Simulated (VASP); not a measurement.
# ScInS3 (P4mm) in VASP: notebook, part 2 of 2

VASP 6.6.1.

## (3) Single point, PBE

This run uses another cell than the first one, of 25.67 Å³/atom.

File INCAR:

```
SYSTEM = ScInS3
ALGO = Normal ; EDIFF = 1E-6
ENCUT = 520 ; GGA = PE
ISIF = 2 ; ISMEAR = 0
LASPH = .True. ; LCHARG = .True.
LELF = .True. ; LREAL = .False.
LVHAR = .True. ; LWAVE = .False.
NBANDS = 29 ; NELM = 100
PREC = Accurate ; SIGMA = 0.1
```

File KPOINTS:

```
k-points
0
Gamma
  4 4 4
  0 0 0
```

File POSCAR:

```
ScInS3
1.0
    4.5073489760      0.0000000000      0.0000000000
    0.0000000000      4.5073489760      0.0000000000
    0.0000000000      0.0000000000      6.3165541474
Sc In S
1 1 3
Direct
    0.5000000000      0.5000000000      0.4777505506
    0.0000000000      0.0000000000      0.0744487789
    0.5000000000      0.0000000000      0.2771235077
    0.0000000000      0.5000000000      0.2771235077
    0.0000000000      0.0000000000      0.6939536151
```

Potentials or basis: VASP PAW PBE potentials, release 64 (Sc_sv, In_d, S).

Started as:

```sh
$ cat potpaw_PBE.64/Sc_sv/POTCAR potpaw_PBE.64/In_d/POTCAR potpaw_PBE.64/S/POTCAR > POTCAR
$ mpirun -np 1 vasp_std > vasp.out
```

OUTCAR:

```text
SYSTEM = ScInS3
   EDIFF = 1E-6
   ENCUT = 520
   GGA = PE
   ISIF = 2
   ISMEAR = 0
   LASPH = .True.
   LREAL = .False.
   NELM = 100
   PREC = Accurate

 ion  position               nearest neighbor table
   1  0.500  0.500  0.478-   3 2.59   4 2.59   3 2.59   4 2.59
   2  0.000  0.000  0.074-   5 2.40   4 2.59   3 2.59   4 2.59   3 2.59
   3  0.500  0.000  0.277-   1 2.59   1 2.59   2 2.59   2 2.59
   4  0.000  0.500  0.277-   1 2.59   1 2.59   2 2.59   2 2.59
   5  0.000  0.000  0.694-   2 2.40

  LATTYP: Found a simple tetragonal cell.
 ALAT       =     4.5073489760
 C/A-ratio  =     1.4013900812

  Lattice vectors:

 A1 = (   4.5073489760,   0.0000000000,   0.0000000000)
 A2 = (   0.0000000000,   4.5073489760,   0.0000000000)
 A3 = (   0.0000000000,   0.0000000000,   6.3165541474)

Analysis of symmetry for initial positions (statically):
=====================================================================
 Subroutine PRICEL returns:
 Original cell was already a primitive cell.

 Routine SETGRP: Setting up the symmetry group for a
 simple tetragonal supercell.

 Subroutine GETGRP returns: Found  8 space group operations
 (whereof  8 operations were pure point group operations)
 out of a pool of 16 trial point group operations.

The static configuration has the point symmetry C_4v.

Analysis of symmetry for dynamics (positions and initial velocities):
=====================================================================
 Subroutine PRICEL returns:
 Original cell was already a primitive cell.

 Routine SETGRP: Setting up the symmetry group for a
 simple tetragonal supercell.

 Subroutine GETGRP returns: Found  8 space group operations
 (whereof  8 operations were pure point group operations)
 out of a pool of 16 trial point group operations.
[... 116 lines left out ...]
   EFERMI_NEDOS =   21; number of points for ismear=-14 and -15
   IALGO  =     38    algorithm
   IMIX   =      4    mixing-type and parameters
     AMIX     =   0.40;   BMIX     =  1.00
     AMIX_MAG =   1.60;   BMIX_MAG =  1.00
  volume/ion in A,a.u.               =      25.67       173.20
  Fermi-wavevector in a.u.,A,eV,Ry     =   1.128194  2.131977 17.317786  1.272821
  Thomas-Fermi vector in A             =   2.264883
   LORBIT       =      0    0 simple, 1 ext, 2 COOP (PROOUT), +10 PAW based schemes
   GGA     = PE    functional components
   LHFCALC =     F    Hartree Fock is set to
   AEXX    =    0.0000 exact exchange contribution
   IVDW    =     0    specifies the selected vdW correction
   LEPSILON=     F    determine dielectric tensor
   LRPA    =     F    only Hartree local field effects (RPA)
 non-spin polarized calculation
 Gauss-broadening in eV      SIGMA  =   0.10
  energy-cutoff  :      520.00
  volume of cell :      128.33
 maximum number of plane-waves:      3475
 NGX is ok and might be reduce to    36
   NGX = 17   NGY = 17   NGZ = 23

 number of electron      42.0000011 magnetization

 Free energy of the ion-electron system (eV)
  ---------------------------------------------------
  ext. energy  EPLUGINS =         0.00000000
  ---------------------------------------------------
  free energy    TOTEN  =       -25.35682218 eV

  energy without entropy =      -25.35373460  energy(sigma->0) =      -25.35527839

 E-fermi :   3.9626     XC(G=0):  -8.7729

 val. band max:        3.9073284170   @ k =   0.5000   0.5000   0.5000
 cond. band min:       4.1672829876   @ k =   0.5000   0.5000   0.5000
 fundamental gap:      0.2599545706
 Fermi energy:         3.9626319826

 k-point     1 :       0.0000    0.0000    0.0000
  band No.  band energies     occupation
      1     -46.8480      2.00000
      2     -25.5663      2.00000
      3     -25.3675      2.00000
      4     -25.3675      2.00000
      5     -10.8442      2.00000
      6     -10.8044      2.00000
[... 565 lines left out ...]
     28       7.0990      0.00000
     29       8.2374      0.00000

------------------------ aborting loop because EDIFF is reached ----------------------------------------

  FORCE on cell =-STRESS in cart. coord.  units (eV):
  Direction    XX          YY          ZZ          XY          YZ          ZX
  --------------------------------------------------------------------------------------
  -------------------------------------------------------------------------------------
  Total       -0.0000062     -0.0000062     -0.0245721      0.0000000      0.0000000      0.0000000
  in kB       -0.0000772     -0.0000772     -0.3067826      0.0000000      0.0000000      0.0000000
  external PRESSURE =      -0.1023123 kB  Pullay stress =       0.0000000 kB

 VOLUME and BASIS-vectors are now :
 -----------------------------------------------------------------------------
  energy-cutoff  :      520.00
  volume of cell :      128.33
      direct lattice vectors                 reciprocal lattice vectors
     4.507348976  0.000000000  0.000000000     0.221859902  0.000000000  0.000000000
     0.000000000  4.507348976  0.000000000     0.000000000  0.221859902  0.000000000
     0.000000000  0.000000000  6.316554147     0.000000000  0.000000000  0.158314166

 POSITION                                       TOTAL-FORCE (eV/Angst)
 -----------------------------------------------------------------------------------
      2.25367      2.25367      3.01774        -0.000000     -0.000000      0.030553
      0.00000      0.00000      0.47026        -0.000000      0.000000     -0.016813
      2.25367      0.00000      1.75047        -0.000000     -0.000000     -0.016068
      0.00000      2.25367      1.75047        -0.000000     -0.000000     -0.016068
      0.00000      0.00000      4.38340         0.000000     -0.000000      0.018395
 -----------------------------------------------------------------------------------
    total drift:                                0.000000      0.000000     -0.000696

  FREE ENERGIE OF THE ION-ELECTRON SYSTEM (eV)
  ---------------------------------------------------
  free  energy   TOTEN  =       -25.3568221771 eV

  energy  without entropy=      -25.3537345983  energy(sigma->0) =      -25.35527839
```

stdout:

```text
POSCAR found type information on POSCAR ScInS
 POSCAR found :  3 types and       5 ions
 scaLAPACK will be used
 LDA part: xc-table for (Slater+PW92), standard interpolation
 POSCAR, INCAR and KPOINTS ok, starting setup
 FFT: planning ... GRIDC
 FFT: planning ... GRID_SOFT
 FFT: planning ... GRID
 WAVECAR not read
 entering main loop
```

Wall time 58 s (1 thread of Intel Xeon Platinum 8259CL at 2.50GHz (Skylake/Cascade Lake), shared host); peak memory 0.27 GiB.

Results:

- Free energy: -25.3568 eV
- Pressure: 0.0 GPa
- Largest force: 0.031 eV/Å
- Band gap on the k mesh: zero (bands 21 and 22 overlap by 0.02 eV)

Forces on the atoms (eV/Å):
```
Sc   0.000  0.000  0.031
In   0.000  0.000 -0.017
S    0.000  0.000 -0.016
S    0.000  0.000 -0.016
S    0.000  0.000  0.018
```

Caveat: spin-orbit coupling is left out, which moves the levels of the heavy elements.

## (4) Single point, PBE

This run uses another cell than the first one, of 25.69 Å³/atom.

File INCAR:

```
PREC = Accurate ; ENCUT = 520
EDIFF = 1E-6 ; ISMEAR = 0
SIGMA = 0.1 ; LREAL = F
LASPH = T ; NELM = 100
ALGO = Normal ; ISIF = 2
LWAVE = F ; LCHARG = T
GGA = PE ; LELF = T
LVHAR = T ; NBANDS = 29
```

File KPOINTS:

```
regular mesh
0
Gamma
  8 8 6
```

File POSCAR:

```
ScInS3
1.0
    4.5105380731      0.0000000000      0.0000000000
    0.0000000000      4.5105380731      0.0000000000
    0.0000000000      0.0000000000      6.3139509748
Sc In S
1 1 3
Direct
    0.5000000000      0.5000000000      0.4771317268
    0.0000000000      0.0000000000      0.0749072057
    0.5000000000      0.0000000000      0.2770201358
    0.0000000000      0.5000000000      0.2770201358
    0.0000000000      0.0000000000      0.6943207559
```

Started as:

```sh
$ cat potpaw_PBE.64/Sc_sv/POTCAR potpaw_PBE.64/In_d/POTCAR potpaw_PBE.64/S/POTCAR > POTCAR
$ mpirun -np 1 vasp_std > vasp.out
```

It took 3.2 min on 1 thread of Intel Xeon Platinum 8259CL at 2.50GHz (Skylake/Cascade Lake), shared host; peak memory 0.38 GiB.

It converged, with:

| Quantity | Value |
| --- | --- |
| Free energy | -25.3597 eV |
| Pressure | 0.0 GPa |
| Largest force | 0.028 eV/Å |
| Band gap on the k mesh | zero (bands 21 and 22 overlap by 0.03 eV) |

Forces in eV/Å, atoms in the order of the input:
```
Sc   0.000  0.000  0.028
In   0.000  0.000 -0.026
S    0.000  0.000 -0.010
S    0.000  0.000 -0.010
S    0.000  0.000  0.018
```

Stress tensor (GPa, compression positive):
```
 0.03  0.00  0.00
 0.00  0.03  0.00
 0.00  0.00 -0.06
```

Levels at points of the mesh, in eV from the Fermi level:
| k point | band 17 | band 18 | band 19 | band 20 | band 21 | band 22 | band 23 | band 24 | band 25 | band 26 |
| --- | --- | --- | --- | --- | --- | --- | --- | --- | --- | --- |
| (0.00, 0.00, 0.00) | -1.92 | -1.92 | -1.74 | -0.87 | -0.87 | -0.10 | 0.94 | 1.19 | 2.36 | 2.45 |
| (0.50, 0.00, 0.00) | -3.43 | -3.41 | -2.26 | -1.51 | -1.14 | 0.84 | 0.92 | 1.49 | 2.08 | 2.33 |
| (0.50, 0.50, 0.00) | -3.25 | -2.35 | -2.35 | -1.59 | -0.07 | 0.85 | 1.41 | 1.49 | 1.49 | 2.87 |
| (0.00, 0.00, 0.50) | -2.50 | -1.70 | -1.70 | -1.36 | -1.36 | 0.77 | 0.94 | 1.73 | 2.41 | 2.41 |
| (0.50, 0.00, 0.50) | -3.41 | -2.93 | -2.28 | -1.64 | -1.45 | 0.95 | 1.03 | 1.81 | 1.99 | 2.15 |
| (0.50, 0.50, 0.50) | -2.50 | -1.59 | -1.51 | -1.51 | -0.07 | 0.19 | 0.95 | 1.50 | 1.50 | 2.12 |

Caveat: spin-orbit coupling is left out, which moves the levels of the heavy elements.

## (5) Summary

| cell | k mesh | gap on the mesh (eV) | pressure (GPa) | largest force (eV/Å) |
| --- | --- | --- | --- | --- |
| a = 4.355, b = 4.355, c = 5.868 Å, 5 atoms, atomic positions A | 4 × 4 × 4 | none | -0.1 | 1.87 |
| a = 4.507, b = 4.507, c = 6.317 Å, 5 atoms, atomic positions B | 4 × 4 × 4 | none | 0.0 | 0.03 |
| a = 4.511, b = 4.511, c = 6.314 Å, 5 atoms, atomic positions B | 8 × 8 × 6 | none | 0.0 | 0.03 |

Alike in all rows: task single point; level PBE; potentials or basis VASP PAW PBE potentials, release 64 (Sc_sv, In_d, S); no spin polarisation; cutoff (eV) 520; smearing gaussian 0.1 eV.

Caveats: some runs use coarse meshes; spin-orbit coupling is left out, which moves the levels of the heavy elements; forces of over 1 eV/Å act on the atoms, so gaps and moduli don't describe the material at rest (at least some runs).

Absolute energies hang on the potentials; compare differences alone.
